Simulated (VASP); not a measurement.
## SbSe2: single point with PBE

The system is SbSe2.

```
Sb Se
1.0
     4.89830    0.00000    0.00000
    -2.44915    4.24205    0.00000
     0.00000    0.00000    3.73227
Sb Se
1 2
Direct
  0.00000 0.00000 0.78453
  0.33333 0.66667 0.51913
  0.66667 0.33333 0.51913
```

```yaml
Program: VASP 6.6.1
Task: single point
Functional: PBE
Potentials_or_basis: VASP PAW PBE potentials, release 64 (Sb, Se)
Cutoff: 520 eV
k_mesh: 6 × 6 × 4
Occupations: gaussian, width 0.1 eV
Spin: no spin polarisation
Dipole_correction: no
Further_INCAR_settings: ALGO = Normal; EDIFF = 1e-06; NBANDS = 16
```

```yaml
Pressure: 0.0 GPa
Largest_force: 0.005 eV/Å
```

Forces in eV/Å, atoms in the order of the input:
```
Sb   0.000  0.000 -0.005
Se   0.000  0.000  0.002
Se   0.000  0.000  0.002
```

Levels at points of the mesh, in eV from the Fermi level:
```
           k point  band 6  band 7  band 8  band 9  band 10  band 11
(0.00, 0.00, 0.00)   -3.46   -3.46   -1.88    0.83     0.97     4.55
(0.50, 0.00, 0.00)   -1.79   -0.64   -0.28    0.84     1.69     1.91
(0.00, 0.00, 0.50)   -3.82   -2.64   -2.64   -1.12    -0.95     2.50
(0.50, 0.00, 0.50)   -4.19   -2.11   -0.25    0.33     0.61     1.16
```

It took 11 s on 1 thread of AMD EPYC 9R45 (Zen 5), on a shared host, peak memory 0.16 GiB.

Caveat: the k points lie up to 0.42 Å⁻¹ apart; spin-orbit coupling is left out, which moves the levels of the heavy elements.
